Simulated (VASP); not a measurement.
Write the native input for VASP 6.6.1 that does the following.

| Quantity | Value |
| --- | --- |
| Task | single point |
| Functional | LDA |
| Potentials or basis | VASP PAW LDA potentials, release 64 (In_d, O) |
| Cutoff | 520 eV |
| k mesh | 6 × 6 × 6 |
| Occupations | gaussian, width 0.02 eV |
| Spin | no spin polarisation |
| Dipole correction | no |
| Further INCAR settings | ALGO = Normal; EDIFF = 1e-07; NBANDS = 55 |

The structure of In2O3 lies in POSCAR:

```
In2O3
1.0
    2.6951045975      1.5560193649      4.6236643834
   -2.6951045975      1.5560193649      4.6236643834
    0.0000000000     -3.1120387297      4.6236643834
In O
4 6
Direct
    0.3598502164      0.3598502164      0.3598502164
    0.1401497836      0.1401497836      0.1401497836
    0.6401497836      0.6401497836      0.6401497836
    0.8598502164      0.8598502164      0.8598502164
    0.5440712660      0.9559287340      0.2500000000
    0.2500000000      0.5440712660      0.9559287340
    0.9559287340      0.2500000000      0.5440712660
    0.4559287340      0.0440712660      0.7500000000
    0.7500000000      0.4559287340      0.0440712660
    0.0440712660      0.7500000000      0.4559287340
```

One way to write it, as run:

INCAR

```
PREC = Accurate
ENCUT = 520
EDIFF = 1E-7
ISMEAR = 0
SIGMA = 0.02
LREAL = F
LASPH = T
NELM = 60
ALGO = Normal
ISIF = 2
LWAVE = F
LCHARG = F
GGA = CA
NBANDS = 55
```

KPOINTS

```
regular mesh
0
Gamma
  6 6 6
```

Potentials or basis: VASP PAW LDA potentials, release 64 (In_d, O).

The run is started by

```sh
$ cat potpaw_LDA.64/In_d/POTCAR potpaw_LDA.64/O/POTCAR > POTCAR
$ mpirun -np 1 vasp_std > vasp.out
```

It gave:

```
Pressure               : 13.2 GPa
Largest force          : 0.006 eV/Å
Band gap on the k mesh : 1.67 eV (least direct gap 1.68 eV)
```

Caveat: the cell stands under pressure; spin-orbit coupling is left out, which moves the levels of the heavy elements.

It took 9.6 min on 1 thread of Intel Xeon 8259CL, on a shared host, peak memory 0.3 GiB.
